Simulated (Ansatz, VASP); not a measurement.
# SnO: VASP beside Ansatz

```
Sn O
1.0
     0.00000    2.67324    2.67324
     2.67324    0.00000    2.67324
     2.67324    2.67324    0.00000
Sn O
1 1
Direct
  0.00000 0.00000 0.00000
  0.25000 0.25000 0.25000
```

Alike in both runs: task single point; functional LDA; k mesh 6 × 6 × 6; occupations gaussian, width 0.05 eV; no spin polarisation.

```csv
,VASP,Ansatz
version,VASP 6.6.1,Ansatz 0.2.0
potentials or method,"VASP PAW LDA potentials, release 64 (Sn_d, O), cutoff 600 eV","scalar-relativistic, plane waves, PAW"
valence electrons in the cell,20,20
```

VASP gave:

- gap on the k mesh at the Fermi level (eV): none
- pressure (GPa): -0.5

Problem. Estimate Ansatz's values.

Solution. gap on the k mesh at the Fermi level (eV): none; pressure (GPa): -0.6.

LDA's correlation is that of Perdew and Zunger in VASP and of Perdew and Wang (1992) in Ansatz. A gap of «none» marks a metal or a gap that the smearing closes.
